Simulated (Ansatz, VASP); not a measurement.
# Two plane-wave programs on CuAu

File POSCAR:

```
CuAu
1.0
    2.8267457876      0.0000000000      0.0000000000
    0.0000000000      2.8267457876      0.0000000000
    0.0000000000      0.0000000000      3.5515098835
Cu Au
1 1
Direct
    0.5000000000      0.5000000000      0.5000000000
    0.0000000000      0.0000000000      0.0000000000
```

File INCAR.step1:

```
  PREC = Accurate
  ENCUT = 520
  ISMEAR = -1
  SIGMA = 0.05
  LREAL = F
  LASPH = T
  NELM = 80
  NBANDS = 18
  GGA = PE
  ALGO = Normal
  EDIFF = 1E-4
  LWAVE = T
  LCHARG = F
```

Contents of INCAR.step2:

```
  PREC = Accurate
  ENCUT = 520
  EDIFF = 1E-8
  ISMEAR = -1
  SIGMA = 0.05
  LREAL = F
  LASPH = T
  NELM = 80
  ALGO = Normal
  ISIF = 2
  LWAVE = F
  LCHARG = F
  METAGGA = R2SCAN
  LMIXTAU = T
  LEFG = T
  NBANDS = 18
  ISTART = 1
```

File KPOINTS:

```
regular mesh
0
Gamma
  12 12 9
```

Input for Ansatz:

```yaml
crystal:
  lattice:
    - [2.8267457876, 0.0, 0.0]
    - [0.0, 2.8267457876, 0.0]
    - [0.0, 0.0, 3.5515098835]
  atoms:
    - { symbol: Cu, position: [0.5, 0.5, 0.5] }
    - { symbol: Au, position: [0.0, 0.0, 0.0] }
kpoints:
  mp_grid: { grid: [12, 12, 9] }
scf:
  occupations: { method: fermi_dirac, width: 0.05 }
hamiltonian:
  xc: r2scan
  pseudopotentials: { kind: paw }
output:
  forces: true
  stress: true
  eigenvalues: true
  efg: { contact_densities: true }
```

Change from the starting cell: volume scaled by 0.975, PAW files.

Alike in both runs: task electric field gradients; functional r2SCAN; k mesh 12 × 12 × 9; occupations fermi-dirac, width 0.05 eV; no spin polarisation.

|  | VASP | Ansatz |
| --- | --- | --- |
| version | VASP 6.6.1 | Ansatz 0.2.0 |
| potentials or method | VASP PAW PBE potentials, release 64 (Cu, Au) | PAW with Ansatz's default frozen-core files, scalar-relativistic |
| plane-wave cutoff (eV) | 520 | 500 |
| valence electrons in the cell | 22 | 38 |

|  | VASP | Ansatz | Ansatz less VASP |
| --- | --- | --- | --- |
| pressure (GPa) | 4.5 | 4.1 | -0.39 |
| traceless stress, the component that is largest in VASP (GPa) | -0.51 | -0.51 | +0.005 |
| size of Vzz on the site where it differs most (V/Å²) | 78.0 | 67.2 | -10.80 |

VASP's potentials were made for PBE, not for r2SCAN. With one functional, cell and mesh, what is left measures potentials, basis and numerics. VASP's potentials hold 22 valence electrons a cell and Ansatz's 38, so a difference there can come from the potentials and not from the codes.

Spin-orbit coupling is off throughout.
